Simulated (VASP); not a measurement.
## Rh: single point with r2SCAN

Crystal: Rh.

```
Rh
1.0
     0.00000    1.89998    1.89998
     1.89998    0.00000    1.89998
     1.89998    1.89998    0.00000
Rh
1
Cartesian
  0.0000 0.0000 0.0000
```

```
Program             : VASP 6.6.1
Task                : single point
Functional          : r2SCAN
Potentials or basis : VASP PAW PBE potentials, release 64 (Rh_pv)
Cutoff              : 550 eV
k mesh              : 18 × 18 × 18
Occupations         : gaussian, width 0.1 eV
Spin                : no spin polarisation
```

```
Pressure : 1.1 GPa
```

Levels at points of the mesh, in eV from the Fermi level:
| k point | band 3 | band 4 | band 5 | band 6 | band 7 | band 8 | band 9 | band 10 | band 11 | band 12 |
| --- | --- | --- | --- | --- | --- | --- | --- | --- | --- | --- |
| (0.00, 0.00, 0.00) | -47.80 | -8.20 | -3.19 | -3.19 | -3.19 | -1.08 | -1.08 | 16.71 | 17.37 | 22.47 |
| (0.50, 0.00, 0.00) | -47.91 | -6.36 | -3.31 | -3.31 | 0.58 | 0.58 | 0.90 | 9.10 | 16.27 | 17.37 |
| (0.50, 0.50, 0.00) | -48.09 | -6.58 | -6.20 | 0.51 | 1.04 | 1.04 | 3.48 | 12.90 | 14.01 | 14.01 |

Run time: 89 s on 1 thread of Intel Xeon 6975P-C, with other jobs on the host, peak memory 0.17 GiB.

Caveat: the PAW data sets were made with another functional, which shifts forces and pressure a little.
